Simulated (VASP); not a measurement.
Ru, 4 atoms in the cell. The cell holds a slab with vacuum, 4 atoms: a = 2.721 Å, b = 2.721 Å, c = 22.444 Å, α = 90.00°, β = 90.00°, γ = 120.00°. 

```yaml
Program: VASP 6.6.1
Task: single point
Functional: PBE
Potentials_or_basis: VASP PAW PBE potentials, release 64 (Ru_pv)
Cutoff: 520 eV
k_mesh: 14 × 14 × 1
Occupations: fermi-dirac, width 0.08 eV
Spin: no spin polarisation
Dipole_correction: yes
Further_INCAR_settings: ALGO = Normal; EDIFF = 1e-06; NBANDS = 36
```

Potentials or basis: VASP PAW PBE potentials, release 64 (Ru_pv).

Launch:

```sh
$ cat potpaw_PBE.64/Ru_pv/POTCAR > POTCAR
$ mpirun -np 1 vasp_std > vasp.out
```

Hardware: 1 thread of Intel(R) Xeon(R) 6975P-C (Granite Rapids) (shared host).

Task: Estimate the wall time of this run.

Result: It took 72 s on 1 thread of Intel(R) Xeon(R) 6975P-C (Granite Rapids), on a shared host, peak memory 0.29 GiB. Counts: scf iterations 23, k points 24.
